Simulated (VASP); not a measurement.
# Ag (I4/mmm) in VASP: a series of runs

Ag is run at these levels: r2SCAN; tasks: single point.

Everything below comes from runs of VASP 6.6.1. Logs are shortened: lines on timing, memory, paths and dates and some standing lists are left out, and cuts for length are marked.

## (1) The cell of the first run

The structure is tetragonal, space group I4/mmm (No. 139). Conventional cell: a = 3.005 Å, b = 3.005 Å, c = 3.923 Å, α = 90.00°, β = 90.00°, γ = 90.00°. Within 4.0 Å of Ag (site symmetry 4/mmm) lie 14 Ag at 2.89 to 3.92 Å.

## (2) Single point, r2SCAN (strain +0.040 along x and y, -0.040 along z)

The input, POSCAR:

```
Ag
1.0
    0.0000000000      2.1248240000      1.9613760000
    2.1248240000      0.0000000000      1.9613760000
    2.1248240000      2.1248240000      0.0000000000
Ag
1
Direct
    0.0000000000      0.0000000000      0.0000000000
```

The input, INCAR.step1:

```
SYSTEM = Ag
  PREC = Accurate
  ENCUT = 520
  ISMEAR = 0
  SIGMA = 0.15
  LREAL = .False.
  LASPH = .True.
  NELM = 80
  NBANDS = 12
  GGA = PE
  ALGO = Normal
  EDIFF = 1E-4
  LWAVE = .True.
  LCHARG = .False.
```

The input, INCAR.step2:

```
SYSTEM = Ag
  PREC = Accurate
  ENCUT = 520
  EDIFF = 1E-6
  ISMEAR = 0
  SIGMA = 0.15
  LREAL = .False.
  LASPH = .True.
  NELM = 80
  ALGO = Normal
  ISIF = 2
  LWAVE = .False.
  LCHARG = .False.
  METAGGA = R2SCAN
  LMIXTAU = .True.
  NBANDS = 12
  ISTART = 1
```

The input, KPOINTS:

```
regular mesh
0
Gamma
  20 20 20
  0 0 0
```

Potentials or basis: VASP PAW PBE potentials, release 64 (Ag).

Launch:

```console
$ cat potpaw_PBE.64/Ag/POTCAR > POTCAR
$ cp INCAR.step1 INCAR
$ mpirun -np 1 vasp_std > vasp.out
$ cp INCAR.step2 INCAR
$ mpirun -np 1 vasp_std > vasp.out
```

OUTCAR:

```text
SYSTEM = Ag
   PREC = Accurate
   ENCUT = 520
   EDIFF = 1E-6
   ISMEAR = 0
   LREAL = .False.
   LASPH = .True.
   NELM = 80
   ISIF = 2
   METAGGA = R2SCAN
   ISTART = 1

 ion  position               nearest neighbor table
   1  0.000  0.000  0.000-

  LATTYP: Found a body centered tetragonal cell.
 ALAT       =     3.0049549185
 C/A-ratio  =     1.3054279037

  Lattice vectors:

 A1 = (   0.0000000000,  -2.1248240000,  -1.9613760000)
 A2 = (   0.0000000000,   2.1248240000,  -1.9613760000)
 A3 = (   2.1248240000,   0.0000000000,   1.9613760000)

Analysis of symmetry for initial positions (statically):
=====================================================================
 Subroutine PRICEL returns:
 Original cell was already a primitive cell.

 Routine SETGRP: Setting up the symmetry group for a
 body centered tetragonal supercell.

 Subroutine GETGRP returns: Found 16 space group operations
 (whereof 16 operations were pure point group operations)
 out of a pool of 16 trial point group operations.

The static configuration has the point symmetry D_4h.

Analysis of symmetry for dynamics (positions and initial velocities):
=====================================================================
 Subroutine PRICEL returns:
 Original cell was already a primitive cell.

 Routine SETGRP: Setting up the symmetry group for a
 body centered tetragonal supercell.

 Subroutine GETGRP returns: Found 16 space group operations
 (whereof 16 operations were pure point group operations)
 out of a pool of 16 trial point group operations.

The dynamic configuration has the point symmetry D_4h.

 Subroutine INISYM returns: Found 16 space group operations
 (whereof 16 operations are pure point group operations),
 and found     1 'primitive' translations

----------------------------------------------------------------------------------------

                                     Primitive cell

  volume of cell :      17.7107

  direct lattice vectors                    reciprocal lattice vectors
     0.000000000  2.124824000  1.961376000    -0.235313607  0.235313607  0.254923074
     2.124824000  0.000000000  1.961376000     0.235313607 -0.235313607  0.254923074
     2.124824000  2.124824000  0.000000000     0.235313607  0.235313607 -0.254923074

  length of vectors
     2.891690309  2.891690309  3.004954918     0.419202530  0.419202530  0.419202530

  position of ions in fractional coordinates (direct lattice)
     0.000000000  0.000000000  0.000000000

  ion indices of the primitive-cell ions
   primitive index   ion index
                 1           1

----------------------------------------------------------------------------------------

 KPOINTS: regular mesh

Automatic generation of k-mesh.
 Grid dimensions read from file:
 generate k-points for:   20   20   20

 Generating k-lattice:

  Cartesian coordinates                     Fractional coordinates (reciprocal lattice)
    -0.011765680  0.011765680  0.012746154     0.050000000  0.000000000  0.000000000
     0.011765680 -0.011765680  0.012746154     0.000000000  0.050000000  0.000000000
     0.011765680  0.011765680 -0.012746154     0.000000000  0.000000000  0.050000000

  Length of vectors
     0.020960127  0.020960127  0.020960127

  Shift w.r.t. Gamma in fractional coordinates (k-lattice)
     0.000000000  0.000000000  0.000000000

 Subroutine IBZKPT returns following result:
 ===========================================

 Found    641 irreducible k-points:

 Following reciprocal coordinates:
            Coordinates               Weight
  0.000000  0.000000  0.000000      1.000000
  0.050000  0.000000  0.000000      8.000000
  0.100000 -0.000000  0.000000      8.000000
  0.150000  0.000000  0.000000      8.000000
  0.200000 -0.000000  0.000000      8.000000
  0.250000  0.000000  0.000000      8.000000
[... 16 lines left out ...]
 -0.400000  0.050000  0.000000      8.000000
 -0.350000  0.050000  0.000000      8.000000
 [... further k-points ...]
   k-points           NKPTS =    641   k-points in BZ     NKDIM =    641   number of bands    NBANDS=     12
   number of dos      NEDOS =    301   number of ions     NIONS =      1
   total plane-waves  NPLWV =  13824
   dimension x,y,z NGX =    24 NGY =   24 NGZ =   24
   dimension x,y,z NGXF=    48 NGYF=   48 NGZF=   48
   ions per type =               1
   NGX,Y,Z   is equivalent  to a cutoff of  13.80, 13.80, 13.28 a.u.
   NGXF,Y,Z  is equivalent  to a cutoff of  27.60, 27.60, 26.56 a.u.
 SYSTEM =  Ag
   PREC   = accura    normal or accurate (medium, high low for compatibility)
   ISTART =      1    job   : 0-new  1-cont  2-samecut
   ICHARG =      0    charge: 1-file 2-atom 10-const
   ISPIN  =      1    spin polarized calculation?
   LNONCOLLINEAR =      F non collinear calculations
   LSORBIT =      F    spin-orbit coupling
   LASPH  =      T    aspherical Exc in radial PAW
   ENCUT  =  520.0 eV  38.22 Ry    6.18 a.u.   5.38  5.38  5.59*2*pi/ulx,y,z
   NELM   =     80;   NELMIN=  2; NELMDL=  0     # of ELM steps
   EDIFF  = 0.1E-05   stopping-criterion for ELM
   LREAL  =      F    real-space projection
   EDIFFG = 0.1E-04   stopping-criterion for IOM
   NSW    =      0    number of steps for IOM
   IBRION =     -1    ionic relax: 0-MD 1-quasi-New 2-CG
   NFREE  =      0    steps in history (QN), initial steepest desc. (CG)
   ISIF   =      2    stress and relaxation
   ISYM   =      2    0-nonsym 1-usesym 2-fastsym
   POTIM  = 0.5000    time-step for ionic-motion
   TEBEG  =    0.0;   TEEND  =   0.0 temperature during run
   PSTRESS=    0.0 pullay stress
   NELECT =      11.0000    total number of electrons
   NUPDOWN=      -1.0000    fix difference up-down
   EMIN   =  10.00;   EMAX   =-10.00  energy-range for DOS
   EFERMI =   0.00;   METHOD = LEGACY
   ISMEAR =     0;   SIGMA  =   0.15  broadening in eV -4-tet -1-fermi 0-gaus
   EFERMI_NEDOS =   21; number of points for ismear=-14 and -15
   IALGO  =     38    algorithm
   IMIX   =      4    mixing-type and parameters
     AMIX     =   0.40;   BMIX     =  1.00
     AMIX_MAG =   1.60;   BMIX_MAG =  1.00
  volume/ion in A,a.u.               =      17.71       119.52
  Fermi-wavevector in a.u.,A,eV,Ry     =   1.396776  2.639524 26.544742  1.950984
  Thomas-Fermi vector in A             =   2.520097
   LORBIT       =      0    0 simple, 1 ext, 2 COOP (PROOUT), +10 PAW based schemes
   METAGGA = R2SCAN    functional components
   LHFCALC =     F    Hartree Fock is set to
   AEXX    =    0.0000 exact exchange contribution
   IVDW    =     0    specifies the selected vdW correction
   LEPSILON=     F    determine dielectric tensor
   LRPA    =     F    only Hartree local field effects (RPA)
 non-spin polarized calculation
 Gauss-broadening in eV      SIGMA  =   0.15
  energy-cutoff  :      520.00
  volume of cell :       17.71
 maximum number of plane-waves:       499
 NGX is ok and might be reduce to    24
   NGX = 11   NGY = 11   NGZ = 11

 number of electron      10.9999999 magnetization

 Free energy of the ion-electron system (eV)
  ---------------------------------------------------
  ext. energy  EPLUGINS =         0.00000000
  ---------------------------------------------------
  free energy    TOTEN  =       -21.35163809 eV

  energy without entropy =      -21.34915460  energy(sigma->0) =      -21.35039634

 E-fermi :   7.9396     XC(G=0): -12.7058

 val. band max:        7.9361289084   @ k =  -0.3000   0.2500   0.0000
 cond. band min:       7.9615773711   @ k =  -0.2500   0.3000   0.0500
 fundamental gap:      0.0254484627
 Fermi energy:         7.9395827319

 k-point     1 :       0.0000    0.0000    0.0000
  band No.  band energies     occupation
      1       0.2457      2.00000
      2       2.7807      2.00000
      3       2.7807      2.00000
      4       3.2254      2.00000
      5       3.6373      2.00000
      6       4.0987      2.00000
      7      24.5744      0.00000
      8      27.6517      0.00000
      9      27.6517      0.00000
     10      28.6531      0.00000
     11      32.8185      0.00000
     12      33.1174      0.00000

 k-point     2 :       0.0500    0.0000    0.0000
  band No.  band energies     occupation
      1       0.3246      2.00000
      2       2.7807      2.00000
      3       2.8020      2.00000
      4       3.2281      2.00000
      5       3.6347      2.00000
      6       4.0865      2.00000
      7      24.5734      0.00000
      8      27.1369      0.00000
      9      27.6758      0.00000
     10      28.4423      0.00000
     11      32.6937      0.00000
     12      33.3538      0.00000

 k-point     3 :       0.1000   -0.0000    0.0000
  band No.  band energies     occupation
      1       0.5536      2.00000
      2       2.7784      2.00000
      3       2.8559      2.00000
      4       3.2437      2.00000
      5       3.6364      2.00000
      6       4.0554      2.00000
      7      24.3383      0.00000
      8      25.9516      0.00000
      9      27.7328      0.00000
     10      28.3641      0.00000
     11      31.8704      0.00000
     12      33.0772      0.00000

 k-point     4 :       0.1500    0.0000    0.0000
  band No.  band energies     occupation
      1       0.9026      2.00000
      2       2.7888      2.00000
      3       2.9121      2.00000
      4       3.2788      2.00000
      5       3.6713      2.00000
      6       4.0225      2.00000
      7      23.0739      0.00000
      8      25.4228      0.00000
      9      27.7741      0.00000
     10      28.3752      0.00000
     11      31.1252      0.00000
     12      32.1379      0.00000

 k-point     5 :       0.2000   -0.0000    0.0000
  band No.  band energies     occupation
      1       1.2861      2.00000
      2       2.8959      2.00000
      3       2.9312      2.00000
      4       3.3151      2.00000
      5       3.7754      2.00000
      6       4.0176      2.00000
      7      21.1996      0.00000
      8      25.2392      0.00000
      9      27.7070      0.00000
     10      28.3809      0.00000
     11      30.7718      0.00000
     12      31.2236      0.00000
[... 228 lines left out ...]
      1       1.4725      2.00000
      2       2.7047      2.00000
      3       3.0969      2.00000
      4       4.3925      2.00000
      5       4.7667      2.00000
      6       7.8658      1.51315
      7      11.5133      0.00000
      8      23.4085      0.00000
      9      24.8442      0.00000
     10      26.9494      0.00000
     11      30.5002      0.00000
     12      31.5006      0.00000

 k-point    22 :      -0.4500    0.0500    0.0000
  band No.  band energies     occupation
      1       1.4815      2.00000
      2       2.7078      2.00000
      3       3.0992      2.00000
      4       4.4198      2.00000
      5       4.7104      2.00000
      6       7.5741      1.99943
      7      11.8654      0.00000
      8      23.4802      0.00000
      9      25.1371      0.00000
     10      26.6042      0.00000
     11      30.3858      0.00000
     12      31.4678      0.00000

 k-point    23 :      -0.4000    0.0500    0.0000
  band No.  band energies     occupation
      1       1.5234      2.00000
      2       2.7373      2.00000
      3       3.1276      2.00000
      4       4.3703      2.00000
      5       4.5702      2.00000
      6       6.5633      2.00000
      7      13.2124      0.00000
      8      23.7013      0.00000
      9      25.6870      0.00000
     10      26.4197      0.00000
     11      30.2493      0.00000
     12      31.3492      0.00000

 k-point    24 :      -0.3500    0.0500    0.0000
  band No.  band energies     occupation
      1       1.5863      2.00000
      2       2.7897      2.00000
      3       3.1773      2.00000
      4       4.2257      2.00000
      5       4.3666      2.00000
      6       5.4959      2.00000
      7      14.9210      0.00000
      8      24.0531      0.00000
      9      26.3813      0.00000
     10      26.4763      0.00000
     11      30.0816      0.00000
     12      31.0782      0.00000

 [... further k-points ...]
[... 5 lines left out ...]
  --------------------------------------------------------------------------------------
  -------------------------------------------------------------------------------------
  Total       -0.3073831     -0.3073831     -0.0847857      0.0000000     -0.0000000     -0.0000000
  in kB      -27.8069756    -27.8069756     -7.6700178      0.0000000     -0.0000000     -0.0000000
  external PRESSURE =     -21.0946563 kB  Pullay stress =       0.0000000 kB

 VOLUME and BASIS-vectors are now :
 -----------------------------------------------------------------------------
  energy-cutoff  :      520.00
  volume of cell :       17.71
      direct lattice vectors                 reciprocal lattice vectors
     0.000000000  2.124824000  1.961376000    -0.235313607  0.235313607  0.254923074
     2.124824000  0.000000000  1.961376000     0.235313607 -0.235313607  0.254923074
     2.124824000  2.124824000  0.000000000     0.235313607  0.235313607 -0.254923074

 POSITION                                       TOTAL-FORCE (eV/Angst)
 -----------------------------------------------------------------------------------
      0.00000      0.00000      0.00000         0.000000     -0.000000      0.000000
 -----------------------------------------------------------------------------------
    total drift:                               -0.000000      0.000000     -0.000000

  FREE ENERGIE OF THE ION-ELECTRON SYSTEM (eV)
  ---------------------------------------------------
  free  energy   TOTEN  =       -21.3516380851 eV

  energy  without entropy=      -21.3491545981  energy(sigma->0) =      -21.35039634
```

Wall time 2.1 min (1 thread of Intel Xeon 6975P-C (Granite Rapids), shared host); peak memory 0.25 GiB.

Results:

```
Free energy            : -21.3516 eV
Pressure               : -2.1 GPa
Band gap on the k mesh : zero (an odd number of electrons rules out a gap without spin polarisation)
```

Levels at points of the mesh, in eV from the Fermi level:
```csv
k point,band 4,band 5,band 6,band 7,band 8,band 9
"(0.00, 0.00, 0.00)",-4.71,-4.30,-3.84,16.63,19.71,19.71
"(0.50, 0.00, 0.00)",-3.40,-3.17,-0.23,3.50,15.45,17.25
"(0.50, 0.50, 0.00)",-3.06,-3.06,2.73,8.03,9.96,9.96
"(0.50, 0.00, 0.50)",-3.27,-2.95,1.30,6.00,11.40,11.51
```

Caveat: the cell differs from its parent crystal (strain +0.040 along x and y, -0.040 along z); the PAW data sets were made with another functional, which shifts forces and pressure a little.

## (3) Single point, r2SCAN (strain +0.080 along x and y, -0.080 along z)

The input, POSCAR:

```
Ag
1.0
    0.0000000000      2.2065480000      1.8796520000
    2.2065480000      0.0000000000      1.8796520000
    2.2065480000      2.2065480000      0.0000000000
Ag
1
Direct
    0.0000000000      0.0000000000      0.0000000000
```

The input, INCAR.step1:

```
PREC = Accurate ; ENCUT = 520
ISMEAR = 0 ; SIGMA = 0.15
LREAL = F ; LASPH = T
NELM = 60 ; NBANDS = 12
GGA = PE ; ALGO = Normal
EDIFF = 1E-4 ; LWAVE = T
LCHARG = F
```

The input, INCAR.step2:

```
PREC = Accurate ; ENCUT = 520
EDIFF = 1E-6 ; ISMEAR = 0
SIGMA = 0.15 ; LREAL = F
LASPH = T ; NELM = 60
ALGO = Normal ; ISIF = 2
LWAVE = F ; LCHARG = F
METAGGA = R2SCAN ; LMIXTAU = T
NBANDS = 12 ; ISTART = 1
```

The input, KPOINTS:

```
Automatic mesh
0
Gamma
  20 20 20
```

Potentials or basis: VASP PAW PBE potentials, release 64 (Ag).

Launch:

```console
$ cat potpaw_PBE.64/Ag/POTCAR > POTCAR
$ cp INCAR.step1 INCAR
$ mpirun -np 1 vasp_std > vasp.out
$ cp INCAR.step2 INCAR
$ mpirun -np 1 vasp_std > vasp.out
```

Run time: 2.1 min. Hardware: 1 thread of Intel Xeon 6975P-C (Granite Rapids), shared host; peak memory 0.25 GiB.

Results (log left out):

| Quantity | Value |
| --- | --- |
| Free energy | -21.3277 eV |
| Pressure | -4.5 GPa |
| Band gap on the k mesh | zero (an odd number of electrons rules out a gap without spin polarisation) |

Stress tensor (GPa, compression positive):
```
-5.10  0.00  0.00
 0.00 -5.10  0.00
 0.00  0.00 -3.29
```

Levels at points of the mesh, in eV from the Fermi level:
```csv
k point,band 4,band 5,band 6,band 7,band 8,band 9
"(0.00, 0.00, 0.00)",-4.45,-4.32,-3.66,16.87,19.21,19.21
"(0.50, 0.00, 0.00)",-3.48,-3.04,-0.07,3.44,14.80,16.07
"(0.50, 0.50, 0.00)",-3.04,-3.04,3.86,8.93,8.93,9.20
"(0.50, 0.00, 0.50)",-3.39,-2.86,0.97,5.18,11.85,12.06
```

Caveat: the cell differs from its parent crystal (strain +0.080 along x and y, -0.080 along z); the cell stands under tension; the PAW data sets were made with another functional, which shifts forces and pressure a little.

## (4) Single point, r2SCAN (strain +0.080 along x and y, -0.040 along z)

The input, POSCAR:

```
Ag
1.0
    0.0000000000      2.2065480000      1.9613760000
    2.2065480000      0.0000000000      1.9613760000
    2.2065480000      2.2065480000      0.0000000000
Ag
1
Direct
    0.0000000000      0.0000000000      0.0000000000
```

The input, INCAR.step1:

```
ALGO = Normal ; EDIFF = 1E-4
ENCUT = 520 ; GGA = PE
ISMEAR = 0 ; LASPH = T
LCHARG = F ; LREAL = F
LWAVE = T ; NBANDS = 12
NELM = 80 ; PREC = Accurate
SIGMA = 0.15
```

The input, INCAR.step2:

```
ALGO = Normal ; EDIFF = 1E-6
ENCUT = 520 ; ISIF = 2
ISMEAR = 0 ; ISTART = 1
LASPH = T ; LCHARG = T
LELF = T ; LMIXTAU = T
LREAL = F ; LVHAR = T
LWAVE = F ; METAGGA = R2SCAN
NBANDS = 12 ; NELM = 80
PREC = Accurate ; SIGMA = 0.15
```

The input, KPOINTS:

```
k-points
0
Gamma
  20 20 20
```

Launch:

```console
$ cat potpaw_PBE.64/Ag/POTCAR > POTCAR
$ cp INCAR.step1 INCAR
$ mpirun -np 1 vasp_std > vasp.out
$ cp INCAR.step2 INCAR
$ mpirun -np 1 vasp_std > vasp.out
```

Wall time 2.1 min (1 thread of Intel Xeon 6975P-C (Granite Rapids), shared host); peak memory 0.26 GiB.

The run converged. Its results:

| Quantity | Value |
| --- | --- |
| Free energy | -21.3034 eV |
| Pressure | -7.4 GPa |
| Band gap on the k mesh | zero (an odd number of electrons rules out a gap without spin polarisation) |

Stress tensor (GPa, compression positive):
```
-7.94  0.00  0.00
 0.00 -7.94  0.00
 0.00  0.00 -6.44
```

Levels at points of the mesh, in eV from the Fermi level:
| k point | band 4 | band 5 | band 6 | band 7 | band 8 | band 9 |
| --- | --- | --- | --- | --- | --- | --- |
| (0.00, 0.00, 0.00) | -4.38 | -4.25 | -3.68 | 16.52 | 19.00 | 19.00 |
| (0.50, 0.00, 0.00) | -3.41 | -3.11 | -0.01 | 3.14 | 14.90 | 16.03 |
| (0.50, 0.50, 0.00) | -3.06 | -3.06 | 3.22 | 8.04 | 9.18 | 9.18 |
| (0.50, 0.00, 0.50) | -3.31 | -2.92 | 1.22 | 5.19 | 11.29 | 11.34 |

Caveat: the cell differs from its parent crystal (strain +0.080 along x and y, -0.040 along z); the cell stands under tension; the PAW data sets were made with another functional, which shifts forces and pressure a little.

## (5) Overview

| cell | gap on the mesh (eV) | pressure (GPa) |
| --- | --- | --- |
| a = 2.892, b = 2.892, c = 3.005 Å, angles 58.7, 58.7, 62.6°, 1 atom | none | -2.1 |
| a = 2.899, b = 2.899, c = 3.121 Å, angles 57.4, 57.4, 65.1°, 1 atom | none | -4.5 |
| a = 2.952, b = 2.952, c = 3.121 Å, angles 58.1, 58.1, 63.8°, 1 atom | none | -7.4 |

Alike in all rows: task single point; level r2SCAN; potentials or basis VASP PAW PBE potentials, release 64 (Ag); no spin polarisation; k mesh 20 × 20 × 20; cutoff (eV) 520; smearing gaussian 0.15 eV.

Caveats: the PAW data sets were made with another functional, which shifts forces and pressure a little; the cell stands under tension (at least some runs).

Absolute energies hang on the potentials; compare differences alone.

The gap in the log of VASP goes by the Fermi energy; the results here count the filled bands.